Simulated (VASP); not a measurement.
# ZnSe in VASP: single point with PBEsol

Aim: the single point of ZnSe with PBEsol.

All numbers are computed with VASP 6.6.1; they aren't measurements. Logs are shortened: lines on timing, memory, paths and dates and some standing lists are left out, and cuts for length are marked.

### 1 The cell of the first run

The cell holds a slab with vacuum, 6 atoms: a = 3.983 Å, b = 3.983 Å, c = 24.042 Å, α = 90.00°, β = 90.00°, γ = 90.00°.

### 2 Single point, PBEsol

INCAR reads:

```
SYSTEM = ZnSe
PREC = Accurate ; ENCUT = 520
EDIFF = 1E-7 ; ISMEAR = 0
SIGMA = 0.05 ; LREAL = .False.
LASPH = .True. ; NELM = 80
ALGO = Normal ; ISIF = 2
LWAVE = .False. ; LCHARG = .False.
LDIPOL = .True. ; IDIPOL = 3
DIPOL = 0.5 0.5 0.499 ; GGA = PS
NBANDS = 36
```

KPOINTS reads:

```
Automatic mesh
0
Gamma
  7 7 1
  0 0 0
```

POSCAR reads:

```
ZnSe
1.0
    3.9832742426      0.0000000000      0.0000000000
    0.0000000000      3.9832742426      0.0000000000
    0.0000000000      0.0000000000     24.0415005706
Se Zn
3 3
Direct
    0.0000000000      0.5000000000      0.3535553022
    0.5000000000      0.0000000000      0.4707110604
    0.0000000000      0.5000000000      0.5897382184
    0.5000000000      0.5000000000      0.4121331813
    0.0000000000      0.0000000000      0.5252682494
    0.5000000000      0.5000000000      0.6443238824
```

Potentials or basis: VASP PAW PBE potentials, release 64 (Se, Zn).

Command:

```console
> cat potpaw_PBE.64/Se/POTCAR potpaw_PBE.64/Zn/POTCAR > POTCAR
> mpirun -np 1 vasp_std > vasp.out
```

OUTCAR:

```text
SYSTEM = ZnSe
   PREC = Accurate
   ENCUT = 520
   EDIFF = 1E-7
   ISMEAR = 0
   LREAL = .False.
   LASPH = .True.
   NELM = 80
   ISIF = 2
   GGA = PS

 ion  position               nearest neighbor table
   1  0.000  0.500  0.354-   4 2.44   4 2.44
   2  0.500  0.000  0.471-   5 2.38   5 2.38   4 2.44   4 2.44
   3  0.000  0.500  0.590-   6 2.39   6 2.39   5 2.52   5 2.52
   4  0.500  0.500  0.412-   1 2.44   2 2.44   2 2.44   1 2.44
   5  0.000  0.000  0.525-   2 2.38   2 2.38   3 2.52   3 2.52
   6  0.500  0.500  0.644-   3 2.39   3 2.39

  LATTYP: Found a simple tetragonal cell.
 ALAT       =     3.9832742426
 C/A-ratio  =     6.0356126911

  Lattice vectors:

 A1 = (   3.9832742426,   0.0000000000,   0.0000000000)
 A2 = (   0.0000000000,   3.9832742426,   0.0000000000)
 A3 = (   0.0000000000,   0.0000000000,  24.0415005706)

Analysis of symmetry for initial positions (statically):
=====================================================================
 Subroutine PRICEL returns:
 Original cell was already a primitive cell.

 Routine SETGRP: Setting up the symmetry group for a
 simple tetragonal supercell.

 Subroutine GETGRP returns: Found  4 space group operations
 (whereof  4 operations were pure point group operations)
 out of a pool of 16 trial point group operations.

The static configuration has the point symmetry C_2v.

Analysis of symmetry for dynamics (positions and initial velocities):
=====================================================================
 Subroutine PRICEL returns:
 Original cell was already a primitive cell.

 Routine SETGRP: Setting up the symmetry group for a
 simple tetragonal supercell.

 Subroutine GETGRP returns: Found  4 space group operations
 (whereof  4 operations were pure point group operations)
 out of a pool of 16 trial point group operations.

The dynamic configuration has the point symmetry C_2v.

 Subroutine INISYM returns: Found  4 space group operations
 (whereof  4 operations are pure point group operations),
 and found     1 'primitive' translations

----------------------------------------------------------------------------------------

                                     Primitive cell

  volume of cell :     381.4538

  direct lattice vectors                    reciprocal lattice vectors
     3.983274243  0.000000000  0.000000000     0.251049749  0.000000000  0.000000000
     0.000000000  3.983274243  0.000000000     0.000000000  0.251049749  0.000000000
     0.000000000  0.000000000 24.041500571     0.000000000  0.000000000  0.041594741

  length of vectors
     3.983274243  3.983274243 24.041500571     0.251049749  0.251049749  0.041594741

  position of ions in fractional coordinates (direct lattice)
     0.000000000  0.500000000  0.353555302
     0.500000000  0.000000000  0.470711060
     0.000000000  0.500000000  0.589738218
     0.500000000  0.500000000  0.412133181
     0.000000000  0.000000000  0.525268249
     0.500000000  0.500000000  0.644323882

  ion indices of the primitive-cell ions
   primitive index   ion index
                 1           1
                 2           2
                 3           3
                 4           4
                 5           5
                 6           6

----------------------------------------------------------------------------------------

 KPOINTS: Automatic mesh

Automatic generation of k-mesh.
 Grid dimensions read from file:
 generate k-points for:    7    7    1

 Generating k-lattice:

  Cartesian coordinates                     Fractional coordinates (reciprocal lattice)
     0.035864250  0.000000000  0.000000000     0.142857143  0.000000000  0.000000000
     0.000000000  0.035864250  0.000000000     0.000000000  0.142857143  0.000000000
     0.000000000  0.000000000  0.041594741     0.000000000  0.000000000  1.000000000

  Length of vectors
     0.035864250  0.035864250  0.041594741

  Shift w.r.t. Gamma in fractional coordinates (k-lattice)
     0.000000000  0.000000000  0.000000000

 Subroutine IBZKPT returns following result:
 ===========================================

 Found     16 irreducible k-points:

 Following reciprocal coordinates:
            Coordinates               Weight
  0.000000  0.000000  0.000000      1.000000
  0.142857  0.000000  0.000000      2.000000
  0.000000  0.142857  0.000000      2.000000
  0.285714  0.000000  0.000000      2.000000
  0.000000  0.285714  0.000000      2.000000
  0.428571  0.000000  0.000000      2.000000
[... 8 lines left out ...]
 -0.285714  0.428571  0.000000      4.000000
  0.428571  0.428571  0.000000      4.000000
   k-points           NKPTS =     16   k-points in BZ     NKDIM =     16   number of bands    NBANDS=     36
   number of dos      NEDOS =    301   number of ions     NIONS =      6
   total plane-waves  NPLWV = 162000
   dimension x,y,z NGX =    30 NGY =   30 NGZ =  180
   dimension x,y,z NGXF=    60 NGYF=   60 NGZF=  360
   ions per type =               3   3
   NGX,Y,Z   is equivalent  to a cutoff of  12.52, 12.52, 12.45 a.u.
   NGXF,Y,Z  is equivalent  to a cutoff of  25.04, 25.04, 24.89 a.u.
 SYSTEM =  ZnSe
   PREC   = accura    normal or accurate (medium, high low for compatibility)
   ISTART =      0    job   : 0-new  1-cont  2-samecut
   ICHARG =      2    charge: 1-file 2-atom 10-const
   ISPIN  =      1    spin polarized calculation?
   LNONCOLLINEAR =      F non collinear calculations
   LSORBIT =      F    spin-orbit coupling
   LASPH  =      T    aspherical Exc in radial PAW
   ENCUT  =  520.0 eV  38.22 Ry    6.18 a.u.   7.41  7.41 44.70*2*pi/ulx,y,z
   NELM   =     80;   NELMIN=  2; NELMDL= -5     # of ELM steps
   EDIFF  = 0.1E-06   stopping-criterion for ELM
   LREAL  =      F    real-space projection
   EDIFFG = 0.1E-05   stopping-criterion for IOM
   NSW    =      0    number of steps for IOM
   IBRION =     -1    ionic relax: 0-MD 1-quasi-New 2-CG
   NFREE  =      0    steps in history (QN), initial steepest desc. (CG)
   ISIF   =      2    stress and relaxation
   ISYM   =      2    0-nonsym 1-usesym 2-fastsym
   POTIM  = 0.5000    time-step for ionic-motion
   TEBEG  =    0.0;   TEEND  =   0.0 temperature during run
   PSTRESS=    0.0 pullay stress
   NELECT =      54.0000    total number of electrons
   NUPDOWN=      -1.0000    fix difference up-down
   EMIN   =  10.00;   EMAX   =-10.00  energy-range for DOS
   EFERMI =   0.00;   METHOD = LEGACY
   ISMEAR =     0;   SIGMA  =   0.05  broadening in eV -4-tet -1-fermi 0-gaus
   EFERMI_NEDOS =   21; number of points for ismear=-14 and -15
   IALGO  =     38    algorithm
   IMIX   =      4    mixing-type and parameters
     AMIX     =   0.40;   BMIX     =  1.00
     AMIX_MAG =   1.60;   BMIX_MAG =  1.00
  volume/ion in A,a.u.               =      63.58       429.03
  Fermi-wavevector in a.u.,A,eV,Ry     =   0.853216  1.612344  9.904725  0.727977
  Thomas-Fermi vector in A             =   1.969624
   LORBIT       =      0    0 simple, 1 ext, 2 COOP (PROOUT), +10 PAW based schemes
   GGA     = PS    functional components
   LHFCALC =     F    Hartree Fock is set to
   AEXX    =    0.0000 exact exchange contribution
   IVDW    =     0    specifies the selected vdW correction
   LEPSILON=     F    determine dielectric tensor
   LRPA    =     F    only Hartree local field effects (RPA)
 non-spin polarized calculation
 Gauss-broadening in eV      SIGMA  =   0.05
  energy-cutoff  :      520.00
  volume of cell :      381.45
 maximum number of plane-waves:     10369
 NGX is ok and might be reduce to    30
   NGX = 15   NGY = 15   NGZ = 89

 number of electron      54.0000079 magnetization

 dipolmoment           0.000000      0.000000     -0.220086 electrons x Angstroem

 Free energy of the ion-electron system (eV)
  ---------------------------------------------------
  ext. energy  EPLUGINS =         0.00000000
  ---------------------------------------------------
  free energy    TOTEN  =       -16.93752112 eV

  energy without entropy =      -16.93423355  energy(sigma->0) =      -16.93587734

 E-fermi :  -2.5419     XC(G=0):  -4.0769

 val. band max:       -2.5448038304   @ k =   0.0000   0.0000   0.0000
 cond. band min:      -2.5025902897   @ k =   0.2857   0.1429   0.0000
 fundamental gap:      0.0422135407
 Fermi energy:        -2.5419069727

 k-point     1 :       0.0000    0.0000    0.0000
  band No.  band energies     occupation
      1     -16.8694      2.00000
      2     -16.0717      2.00000
      3     -14.3123      2.00000
      4     -10.4476      2.00000
      5     -10.4090      2.00000
      6     -10.1651      2.00000
[... 28 lines left out ...]
     35       2.3931      0.00000
     36       2.8075      0.00000

 k-point     2 :       0.1429    0.0000    0.0000
  band No.  band energies     occupation
      1     -16.8002      2.00000
      2     -16.0227      2.00000
      3     -14.2632      2.00000
      4     -10.4422      2.00000
      5     -10.3629      2.00000
      6     -10.1690      2.00000
[... 28 lines left out ...]
     35       2.4022      0.00000
     36       2.5498      0.00000

 k-point     3 :       0.0000    0.1429    0.0000
  band No.  band energies     occupation
      1     -16.8076      2.00000
      2     -16.0292      2.00000
      3     -14.2862      2.00000
      4     -10.4454      2.00000
      5     -10.3955      2.00000
      6     -10.1757      2.00000
[... 28 lines left out ...]
     35       2.4005      0.00000
     36       2.9602      0.00000
[... 430 lines left out ...]
 k-point    15 :      -0.2857    0.4286    0.0000
  band No.  band energies     occupation
      1     -16.3403      2.00000
      2     -15.6708      2.00000
      3     -13.9947      2.00000
      4     -10.3950      2.00000
      5     -10.2435      2.00000
      6     -10.2155      2.00000
[... 28 lines left out ...]
     35       3.5494      0.00000
     36       3.6187      0.00000

 k-point    16 :       0.4286    0.4286    0.0000
  band No.  band energies     occupation
      1     -16.2283      2.00000
      2     -15.5608      2.00000
      3     -13.8820      2.00000
      4     -10.3350      2.00000
      5     -10.2680      2.00000
      6     -10.1443      2.00000
[... 28 lines left out ...]
     35       3.3515      0.00000
     36       3.9282      0.00000

------------------------ aborting loop because EDIFF is reached ----------------------------------------

 vacuum level on the upper side and lower side of the slab       (xc-potential included)        -1.232         1.201

  FORCE on cell =-STRESS in cart. coord.  units (eV):
  Direction    XX          YY          ZZ          XY          YZ          ZX
  --------------------------------------------------------------------------------------
  -------------------------------------------------------------------------------------
  Total       -0.1098398     -1.5512072      0.0952838      0.0000000      0.0000000      0.0000000
  in kB       -0.4613475     -6.5153600      0.4002098      0.0000000      0.0000000      0.0000000
  external PRESSURE =      -2.1921659 kB  Pullay stress =       0.0000000 kB

 VOLUME and BASIS-vectors are now :
 -----------------------------------------------------------------------------
  energy-cutoff  :      520.00
  volume of cell :      381.45
      direct lattice vectors                 reciprocal lattice vectors
     3.983274243  0.000000000  0.000000000     0.251049749  0.000000000  0.000000000
     0.000000000  3.983274243  0.000000000     0.000000000  0.251049749  0.000000000
     0.000000000  0.000000000 24.041500571     0.000000000  0.000000000  0.041594741

 POSITION                                       TOTAL-FORCE (eV/Angst)
 -----------------------------------------------------------------------------------
      0.00000      1.99164      8.50000         0.000000      0.000000      0.483576
      1.99164      0.00000     11.31660         0.000000      0.000000      0.442501
      0.00000      1.99164     14.17819         0.000000      0.000000     -0.008900
      1.99164      1.99164      9.90830         0.000000      0.000000     -0.959493
      0.00000      0.00000     12.62824         0.000000      0.000000      0.016629
      1.99164      1.99164     15.49051         0.000000      0.000000      0.025686
 -----------------------------------------------------------------------------------
    total drift:                                0.000000      0.000000     -0.003714

  FREE ENERGIE OF THE ION-ELECTRON SYSTEM (eV)
  ---------------------------------------------------
  free  energy   TOTEN  =       -16.9375211244 eV

  energy  without entropy=      -16.9342335512  energy(sigma->0) =      -16.93587734

 vacuum level on the upper side and lower side of the slab         1.387         3.890
```

It took 4.6 min on 1 thread of Intel Xeon Platinum 8488C (Sapphire Rapids), shared host; peak memory 0.48 GiB.

Results:

```yaml
Free_energy: -16.9375 eV
Largest_force: 0.959 eV/Å
Band_gap_on_the_k_mesh: 0.04 eV, indirect (least direct gap 0.11 eV)
```

Forces in eV/Å, atoms in the order of the input:
```
Se   0.000  0.000  0.484
Se   0.000  0.000  0.443
Se   0.000  0.000 -0.009
Zn   0.000  0.000 -0.959
Zn   0.000  0.000  0.017
Zn   0.000  0.000  0.026
```

Levels at points of the mesh, in eV from the valence-band top:
```tsv
k point	band 25	band 26	band 27	band 28	band 29	band 30
(0.00, 0.00, 0.00)	-1.45	-0.28	0.00	0.29	1.88	2.35
```

Caveat: the PAW data sets were made with another functional, which shifts forces and pressure a little.
